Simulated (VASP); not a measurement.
# Pt (I4/mmm) in VASP: notebook

The runs below take Pt through single point, with PBE.

All numbers are computed with VASP 6.6.1; they aren't measurements. Logs are shortened: lines on timing, memory, paths and dates and some standing lists are left out, and cuts for length are marked.

## 1. The cell of the first run

It takes space group I4/mmm (No. 139, tetragonal). Conventional cell: a = 3.069 Å, b = 3.069 Å, c = 3.188 Å, α = 90.00°, β = 90.00°, γ = 90.00°. Pt (site symmetry 4/mmm) has 14 Pt at 2.69 to 3.19 Å within 3.6 Å.

## 2. Single point, PBE (15.02 Å³/atom)

INCAR

```
ALGO     = Normal         # electronic algorithm
EDIFF    = 1E-6           # SCF threshold, eV
ENCUT    = 520            # plane-wave cutoff, eV
GGA      = PE             # functional
ISIF     = 2              # what is computed and relaxed
ISMEAR   = 0              # smearing method
LASPH    = True           # aspherical terms in the spheres
LCHARG   = False          # write CHGCAR
LREAL    = False          # projectors in reciprocal space
LWAVE    = False          # write WAVECAR
NBANDS   = 11             # bands
NELM     = 100            # most SCF steps
PREC     = Accurate       # precision mode
SIGMA    = 0.15           # smearing width, eV
```

KPOINTS

```
k-points
0
Gamma
  22 22 22
```

POSCAR

```
Pt
1.0
    0.0000000000      2.1704522973      1.5937631219
    2.1704522973      0.0000000000      1.5937631219
    2.1704522973      2.1704522973      0.0000000000
Pt
1
Direct
    0.0000000000      0.0000000000      0.0000000000
```

Potentials or basis: VASP PAW PBE potentials, release 64 (Pt).

Started as:

```sh
> cat potpaw_PBE.64/Pt/POTCAR > POTCAR
> mpirun -np 1 vasp_std > vasp.out
```

OUTCAR:

```text
EDIFF = 1E-6
   ENCUT = 520
   GGA = PE
   ISIF = 2
   ISMEAR = 0
   LASPH = True
   LREAL = False
   NELM = 100
   PREC = Accurate

 ion  position               nearest neighbor table
   1  0.000  0.000  0.000-

  LATTYP: Found a body centered tetragonal cell.
 ALAT       =     3.0694830753
 C/A-ratio  =     1.0384570188

  Lattice vectors:

 A1 = (   0.0000000000,  -2.1704522973,  -1.5937631219)
 A2 = (   0.0000000000,   2.1704522973,  -1.5937631219)
 A3 = (   2.1704522973,   0.0000000000,   1.5937631219)

Analysis of symmetry for initial positions (statically):
=====================================================================
 Subroutine PRICEL returns:
 Original cell was already a primitive cell.

 Routine SETGRP: Setting up the symmetry group for a
 body centered tetragonal supercell.

 Subroutine GETGRP returns: Found 16 space group operations
 (whereof 16 operations were pure point group operations)
 out of a pool of 16 trial point group operations.

The static configuration has the point symmetry D_4h.

Analysis of symmetry for dynamics (positions and initial velocities):
=====================================================================
 Subroutine PRICEL returns:
 Original cell was already a primitive cell.

 Routine SETGRP: Setting up the symmetry group for a
 body centered tetragonal supercell.

 Subroutine GETGRP returns: Found 16 space group operations
 (whereof 16 operations were pure point group operations)
 out of a pool of 16 trial point group operations.

The dynamic configuration has the point symmetry D_4h.

 Subroutine INISYM returns: Found 16 space group operations
 (whereof 16 operations are pure point group operations),
 and found     1 'primitive' translations

----------------------------------------------------------------------------------------

                                     Primitive cell

  volume of cell :      15.0160

  direct lattice vectors                    reciprocal lattice vectors
     0.000000000  2.170452297  1.593763122    -0.230366731  0.230366731  0.313722907
     2.170452297  0.000000000  1.593763122     0.230366731 -0.230366731  0.313722907
     2.170452297  2.170452297  0.000000000     0.230366731  0.230366731 -0.313722907

  length of vectors
     2.692757706  2.692757706  3.069483075     0.452282792  0.452282792  0.452282792

  position of ions in fractional coordinates (direct lattice)
     0.000000000  0.000000000  0.000000000

  ion indices of the primitive-cell ions
   primitive index   ion index
                 1           1

----------------------------------------------------------------------------------------

 KPOINTS: k-points

Automatic generation of k-mesh.
 Grid dimensions read from file:
 generate k-points for:   22   22   22

 Generating k-lattice:

  Cartesian coordinates                     Fractional coordinates (reciprocal lattice)
    -0.010471215  0.010471215  0.014260132     0.045454545  0.000000000  0.000000000
     0.010471215 -0.010471215  0.014260132     0.000000000  0.045454545  0.000000000
     0.010471215  0.010471215 -0.014260132     0.000000000  0.000000000  0.045454545

  Length of vectors
     0.020558309  0.020558309  0.020558309

  Shift w.r.t. Gamma in fractional coordinates (k-lattice)
     0.000000000  0.000000000  0.000000000

 Subroutine IBZKPT returns following result:
 ===========================================

 Found    834 irreducible k-points:

 Following reciprocal coordinates:
            Coordinates               Weight
  0.000000  0.000000  0.000000      1.000000
  0.045455 -0.000000  0.000000      8.000000
  0.090909 -0.000000  0.000000      8.000000
  0.136364  0.000000  0.000000      8.000000
  0.181818 -0.000000  0.000000      8.000000
  0.227273  0.000000  0.000000      8.000000
[... 16 lines left out ...]
  0.500000  0.045455  0.000000      8.000000
 -0.454545  0.045455  0.000000      8.000000
 [... further k-points ...]
   k-points           NKPTS =    834   k-points in BZ     NKDIM =    834   number of bands    NBANDS=     11
   number of dos      NEDOS =    301   number of ions     NIONS =      1
   total plane-waves  NPLWV =   9600
   dimension x,y,z NGX =    20 NGY =   20 NGZ =   24
   dimension x,y,z NGXF=    40 NGYF=   40 NGZF=   48
   ions per type =               1
   NGX,Y,Z   is equivalent  to a cutoff of  12.35, 12.35, 13.00 a.u.
   NGXF,Y,Z  is equivalent  to a cutoff of  24.70, 24.70, 26.00 a.u.
 SYSTEM =  unknown system
   PREC   = accura    normal or accurate (medium, high low for compatibility)
   ISTART =      0    job   : 0-new  1-cont  2-samecut
   ICHARG =      2    charge: 1-file 2-atom 10-const
   ISPIN  =      1    spin polarized calculation?
   LNONCOLLINEAR =      F non collinear calculations
   LSORBIT =      F    spin-orbit coupling
   LASPH  =      T    aspherical Exc in radial PAW
   ENCUT  =  520.0 eV  38.22 Ry    6.18 a.u.   5.01  5.01  5.71*2*pi/ulx,y,z
   NELM   =    100;   NELMIN=  2; NELMDL= -5     # of ELM steps
   EDIFF  = 0.1E-05   stopping-criterion for ELM
   LREAL  =      F    real-space projection
   EDIFFG = 0.1E-04   stopping-criterion for IOM
   NSW    =      0    number of steps for IOM
   IBRION =     -1    ionic relax: 0-MD 1-quasi-New 2-CG
   NFREE  =      0    steps in history (QN), initial steepest desc. (CG)
   ISIF   =      2    stress and relaxation
   ISYM   =      2    0-nonsym 1-usesym 2-fastsym
   POTIM  = 0.5000    time-step for ionic-motion
   TEBEG  =    0.0;   TEEND  =   0.0 temperature during run
   PSTRESS=    0.0 pullay stress
   NELECT =      10.0000    total number of electrons
   NUPDOWN=      -1.0000    fix difference up-down
   EMIN   =  10.00;   EMAX   =-10.00  energy-range for DOS
   EFERMI =   0.00;   METHOD = LEGACY
   ISMEAR =     0;   SIGMA  =   0.15  broadening in eV -4-tet -1-fermi 0-gaus
   EFERMI_NEDOS =   21; number of points for ismear=-14 and -15
   IALGO  =     38    algorithm
   IMIX   =      4    mixing-type and parameters
     AMIX     =   0.40;   BMIX     =  1.00
     AMIX_MAG =   1.60;   BMIX_MAG =  1.00
  volume/ion in A,a.u.               =      15.02       101.33
  Fermi-wavevector in a.u.,A,eV,Ry     =   1.429629  2.701607 27.808127  2.043840
  Thomas-Fermi vector in A             =   2.549562
   LORBIT       =      0    0 simple, 1 ext, 2 COOP (PROOUT), +10 PAW based schemes
   GGA     = PE    functional components
   LHFCALC =     F    Hartree Fock is set to
   AEXX    =    0.0000 exact exchange contribution
   IVDW    =     0    specifies the selected vdW correction
   LEPSILON=     F    determine dielectric tensor
   LRPA    =     F    only Hartree local field effects (RPA)
 non-spin polarized calculation
 Gauss-broadening in eV      SIGMA  =   0.15
  energy-cutoff  :      520.00
  volume of cell :       15.02
 maximum number of plane-waves:       416
   NGX =  9   NGY =  9   NGZ = 11

 number of electron      10.0000000 magnetization

 number of electron       9.9999999 magnetization

 Free energy of the ion-electron system (eV)
  ---------------------------------------------------
  ext. energy  EPLUGINS =         0.00000000
  ---------------------------------------------------
  free energy    TOTEN  =        -5.97781005 eV

  energy without entropy =       -5.96572371  energy(sigma->0) =       -5.97176688

 E-fermi :  11.1113     XC(G=0): -13.5085

 val. band max:       11.1110804549   @ k =   0.3636   0.1364   0.0455
 cond. band min:      11.1129476099   @ k =  -0.3636   0.1364   0.0455
 fundamental gap:      0.0018671550
 Fermi energy:        11.1113395294

 k-point     1 :       0.0000    0.0000    0.0000
  band No.  band energies     occupation
      1       1.0966      2.00000
      2       7.2674      2.00000
      3       7.2674      2.00000
      4       7.6008      2.00000
      5       9.8101      2.00000
      6      10.2358      2.00000
      7      27.7310      0.00000
      8      28.4609      0.00000
      9      28.4609      0.00000
     10      38.4542      0.00000
     11      38.5807      0.00000

 k-point     2 :       0.0455   -0.0000    0.0000
  band No.  band energies     occupation
      1       1.1844      2.00000
      2       7.2691      2.00000
      3       7.2811      2.00000
      4       7.6236      2.00000
      5       9.7767      2.00000
      6      10.2202      2.00000
      7      27.8188      0.00000
      8      28.5123      0.00000
      9      28.5917      0.00000
     10      36.9012      0.00000
     11      38.1608      0.00000

 k-point     3 :       0.0909   -0.0000    0.0000
  band No.  band energies     occupation
      1       1.4426      2.00000
      2       7.2501      2.00000
      3       7.2706      2.00000
      4       7.7666      2.00000
      5       9.6822      2.00000
      6      10.1884      2.00000
      7      28.0314      0.00000
      8      28.6086      0.00000
      9      28.9783      0.00000
     10      35.4542      0.00000
     11      36.6169      0.00000

 k-point     4 :       0.1364    0.0000    0.0000
  band No.  band energies     occupation
      1       1.8546      2.00000
      2       7.1265      2.00000
      3       7.2645      2.00000
      4       8.0829      2.00000
      5       9.5578      2.00000
      6      10.1639      2.00000
      7      28.2136      0.00000
      8      28.5374      0.00000
      9      29.6032      0.00000
     10      34.4214      0.00000
     11      35.1820      0.00000
[... 239 lines left out ...]
 k-point    22 :       0.4545    0.0455    0.0000
  band No.  band energies     occupation
      1       4.1360      2.00000
      2       6.0595      2.00000
      3       9.5182      2.00000
      4       9.6262      2.00000
      5      11.5256      0.00009
      6      12.0992      0.00000
      7      18.3351      0.00000
      8      24.8325      0.00000
      9      27.8054      0.00000
     10      34.9015      0.00000
     11      36.9758      0.00000

 k-point    23 :       0.5000    0.0455    0.0000
  band No.  band energies     occupation
      1       4.1257      2.00000
      2       6.0309      2.00000
      3       9.4896      2.00000
      4       9.8098      2.00000
      5      11.8579      0.00000
      6      12.2395      0.00000
      7      17.7544      0.00000
      8      24.7119      0.00000
      9      27.5620      0.00000
     10      34.7265      0.00000
     11      37.2930      0.00000

 k-point    24 :      -0.4545    0.0455    0.0000
  band No.  band energies     occupation
      1       4.1348      2.00000
      2       6.0541      2.00000
      3       9.2946      2.00000
      4       9.9391      2.00000
      5      11.5289      0.00008
      6      12.0870      0.00000
      7      18.2540      0.00000
      8      24.8068      0.00000
      9      27.8341      0.00000
     10      34.7384      0.00000
     11      37.0659      0.00000

 [... further k-points ...]

------------------------ aborting loop because EDIFF is reached ----------------------------------------

  FORCE on cell =-STRESS in cart. coord.  units (eV):
  Direction    XX          YY          ZZ          XY          YZ          ZX
  --------------------------------------------------------------------------------------
  -------------------------------------------------------------------------------------
  Total        1.1902434      1.1902434      1.5426786      0.0000000     -0.0000000      0.0000000
  in kB      126.9966000    126.9966000    164.6007425      0.0000000     -0.0000000      0.0000000
  external PRESSURE =     139.5313142 kB  Pullay stress =       0.0000000 kB

 VOLUME and BASIS-vectors are now :
 -----------------------------------------------------------------------------
  energy-cutoff  :      520.00
  volume of cell :       15.02
      direct lattice vectors                 reciprocal lattice vectors
     0.000000000  2.170452297  1.593763122    -0.230366731  0.230366731  0.313722907
     2.170452297  0.000000000  1.593763122     0.230366731 -0.230366731  0.313722907
     2.170452297  2.170452297  0.000000000     0.230366731  0.230366731 -0.313722907

 POSITION                                       TOTAL-FORCE (eV/Angst)
 -----------------------------------------------------------------------------------
      0.00000      0.00000      0.00000         0.000000      0.000000     -0.000000
 -----------------------------------------------------------------------------------
    total drift:                               -0.000000     -0.000000      0.000000

  FREE ENERGIE OF THE ION-ELECTRON SYSTEM (eV)
  ---------------------------------------------------
  free  energy   TOTEN  =        -5.9778100469 eV

  energy  without entropy=       -5.9657237143  energy(sigma->0) =       -5.97176688
```

Run time: 73 s. Hardware: 1 thread of Intel Xeon Platinum 8259CL at 2.50GHz (Skylake/Cascade Lake), shared host; peak memory 0.25 GiB.

Results:

```yaml
Free_energy: -5.9778 eV
Pressure: 14.0 GPa
Band_gap_on_the_k_mesh: zero (bands 5 and 6 overlap by 2.39 eV)
```

Levels at points of the mesh, in eV from the Fermi level:
```
           k point  band 3  band 4  band 5  band 6  band 7  band 8
(0.00, 0.00, 0.00)   -3.84   -3.51   -1.30   -0.88   16.62   17.35
(0.50, 0.00, 0.00)   -1.47   -0.70    0.04    1.14    6.65   13.42
(0.50, 0.50, 0.00)    0.53    0.64    0.64    7.04    8.19    8.19
(0.50, 0.00, 0.50)   -0.96   -0.58    0.30    1.22    6.99   13.02
```

Caveat: the cell stands under pressure; spin-orbit coupling is left out, which moves the levels of the heavy elements.

## 3. Single point, PBE (15.02 Å³/atom)

INCAR

```
PREC = Accurate
ENCUT = 520
EDIFF = 1E-7
ISMEAR = 0
SIGMA = 0.15
LREAL = F
LASPH = T
NELM = 100
ALGO = Normal
ISIF = 2
LWAVE = F
LCHARG = T
GGA = PE
LELF = T
LVHAR = T
NBANDS = 11
```

KPOINTS

```
Automatic mesh
0
Gamma
  22 22 22
```

POSCAR

```
Pt
1.0
    0.0000000000      2.2270792147      1.5137457422
    2.2270792147      0.0000000000      1.5137457422
    2.2270792147      2.2270792147      0.0000000000
Pt
1
Direct
    0.0000000000      0.0000000000      0.0000000000
```

Potentials or basis: VASP PAW PBE potentials, release 64 (Pt).

Started as:

```sh
> cat potpaw_PBE.64/Pt/POTCAR > POTCAR
> mpirun -np 1 vasp_std > vasp.out
```

OUTCAR:

```text
PREC = Accurate
   ENCUT = 520
   EDIFF = 1E-7
   ISMEAR = 0
   LREAL = F
   LASPH = T
   NELM = 100
   ISIF = 2
   GGA = PE

 ion  position               nearest neighbor table
   1  0.000  0.000  0.000-

  LATTYP: Found a body centered tetragonal cell.
 ALAT       =     3.1495656299
 C/A-ratio  =     0.9612409583

  Lattice vectors:

 A1 = (   0.0000000000,  -2.2270792147,  -1.5137457422)
 A2 = (   0.0000000000,   2.2270792147,  -1.5137457422)
 A3 = (   2.2270792147,   0.0000000000,   1.5137457422)

Analysis of symmetry for initial positions (statically):
=====================================================================
 Subroutine PRICEL returns:
 Original cell was already a primitive cell.

 Routine SETGRP: Setting up the symmetry group for a
 body centered tetragonal supercell.

 Subroutine GETGRP returns: Found 16 space group operations
 (whereof 16 operations were pure point group operations)
 out of a pool of 16 trial point group operations.

The static configuration has the point symmetry D_4h.

Analysis of symmetry for dynamics (positions and initial velocities):
[... 168 lines left out ...]
      3       7.5013      2.00000
      4       7.5013      2.00000
      5       9.7778      2.00000
      6      10.2644      2.00000
      7      27.9457      0.00000
      8      27.9457      0.00000
      9      28.7642      0.00000
     10      38.6682      0.00000
     11      39.0415      0.00000
[... 309 lines left out ...]
 k-point    24 :      -0.4545    0.0455    0.0000
  band No.  band energies     occupation
      1       4.1672      2.00000
      2       5.8115      2.00000
      3       9.6797      2.00000
      4       9.8641      2.00000
      5      11.6932      0.00000
      6      12.1418      0.00000
      7      18.5944      0.00000
      8      24.5672      0.00000
      9      27.1801      0.00000
     10      35.4607      0.00000
     11      36.6232      0.00000

 [... further k-points ...]

------------------------ aborting loop because EDIFF is reached ----------------------------------------

  FORCE on cell =-STRESS in cart. coord.  units (eV):
  Direction    XX          YY          ZZ          XY          YZ          ZX
  --------------------------------------------------------------------------------------
  -------------------------------------------------------------------------------------
  Total        1.4450879      1.4450879      1.0343064      0.0000000      0.0000000     -0.0000000
  in kB      154.1880058    154.1880058    110.3584327      0.0000000      0.0000000     -0.0000000
  external PRESSURE =     139.5781481 kB  Pullay stress =       0.0000000 kB

 VOLUME and BASIS-vectors are now :
 -----------------------------------------------------------------------------
  energy-cutoff  :      520.00
  volume of cell :       15.02
      direct lattice vectors                 reciprocal lattice vectors
     0.000000000  2.227079215  1.513745742    -0.224509302  0.224509302  0.330306462
     2.227079215  0.000000000  1.513745742     0.224509302 -0.224509302  0.330306462
     2.227079215  2.227079215  0.000000000     0.224509302  0.224509302 -0.330306462

 POSITION                                       TOTAL-FORCE (eV/Angst)
 -----------------------------------------------------------------------------------
      0.00000      0.00000      0.00000         0.000000      0.000000      0.000000
 -----------------------------------------------------------------------------------
    total drift:                               -0.000000     -0.000000      0.000000

  FREE ENERGIE OF THE ION-ELECTRON SYSTEM (eV)
  ---------------------------------------------------
  free  energy   TOTEN  =        -5.9786908020 eV

  energy  without entropy=       -5.9664714615  energy(sigma->0) =       -5.97258113
```

OSZICAR:

```text
N       E                     dE             d eps       ncg     rms          rms(c)
DAV:   1     0.401395214343E+02    0.40140E+02   -0.53544E+03 18708   0.844E+02
DAV:   2    -0.572952031075E+01   -0.45869E+02   -0.43917E+02 20924   0.177E+02
DAV:   3    -0.633207014532E+01   -0.60255E+00   -0.59985E+00 21469   0.194E+01
DAV:   4    -0.633438868349E+01   -0.23185E-02   -0.23184E-02 21405   0.141E+00
DAV:   5    -0.633440674747E+01   -0.18064E-04   -0.18064E-04 21745   0.115E-01    0.127E+01
DAV:   6    -0.601985466039E+01    0.31455E+00   -0.67452E-01 19821   0.654E+00    0.677E+00
DAV:   7    -0.598206818922E+01    0.37786E-01   -0.13455E-01 21009   0.286E+00    0.244E+00
DAV:   8    -0.597887452104E+01    0.31937E-02   -0.62136E-03 19929   0.691E-01    0.524E-01
DAV:   9    -0.597868698396E+01    0.18754E-03   -0.15291E-04 21120   0.111E-01    0.284E-02
DAV:  10    -0.597869090978E+01   -0.39258E-05   -0.29927E-06 22206   0.135E-02    0.248E-03
DAV:  11    -0.597869080705E+01    0.10273E-06   -0.24156E-08 19052   0.146E-03    0.719E-04
DAV:  12    -0.597869080196E+01    0.50928E-08   -0.27806E-09 11820   0.344E-04
   1 F= -.59786908E+01 E0= -.59725811E+01  d E =-.122193E-01
```

It took 86 s on 1 thread of Intel Xeon Platinum 8259CL at 2.50GHz (Skylake/Cascade Lake), shared host; peak memory 0.25 GiB.

Results:

```
Free energy            : -5.9787 eV
Pressure               : 14.0 GPa
Band gap on the k mesh : zero (bands 5 and 6 overlap by 2.36 eV)
```

Caveat: the cell stands under pressure; spin-orbit coupling is left out, which moves the levels of the heavy elements.
